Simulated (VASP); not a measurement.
Write the native input for VASP 6.6.1 that does the following.

```yaml
Task: single point
Functional: PBE
Potentials_or_basis: VASP PAW PBE potentials, release 64 (Mg, S)
Cutoff: 520 eV
k_mesh: 4 × 2 × 2
Occupations: gaussian, width 0.1 eV
Spin: no spin polarisation
Dipole_correction: no
Further_INCAR_settings: ALGO = Normal; EDIFF = 1e-06; NBANDS = 26
```

The structure of MgS lies in POSCAR:

```
MgS
1.0
    0.0000000000      0.0000000000      4.0798208312
    6.8773205027      0.0000000000      0.0000000000
    0.0000000000      6.8773205027      0.0000000000
Mg S
4 4
Direct
    1.0000000000      0.6732446447      0.6732446447
    0.5000000000      0.8267553553      0.1732446447
    0.0000000000      0.3267553553      0.3267553553
    0.5000000000      0.1732446447      0.8267553553
    0.5000000000      0.8122174204      0.8122174204
    0.0000000000      0.6877825796      0.3122174204
    0.5000000000      0.1877825796      0.1877825796
    0.0000000000      0.3122174204      0.6877825796
```

One way to write it, as run:

INCAR

```
SYSTEM = MgS
PREC = Accurate
ENCUT = 520
EDIFF = 1E-6
ISMEAR = 0
SIGMA = 0.1
LREAL = .False.
LASPH = .True.
NELM = 100
ALGO = Normal
ISIF = 2
LWAVE = .False.
LCHARG = .False.
GGA = PE
NBANDS = 26
```

KPOINTS

```
regular mesh
0
Gamma
  4 2 2
  0 0 0
```

Potentials or basis: VASP PAW PBE potentials, release 64 (Mg, S).

Launch:

```sh
$ cat potpaw_PBE.64/Mg/POTCAR potpaw_PBE.64/S/POTCAR > POTCAR
$ mpirun -np 1 vasp_std > vasp.out
```

It gave:

```
Pressure               : -0.1 GPa
Largest force          : 0.004 eV/Å
Band gap on the k mesh : 3.35 eV, direct
```

Caveat: the k points lie up to 0.46 Å⁻¹ apart.

Run time: 52 s on 1 thread of Intel(R) Xeon(R) Platinum 8488C (Sapphire Rapids), with other jobs on the host, peak memory 0.28 GiB.
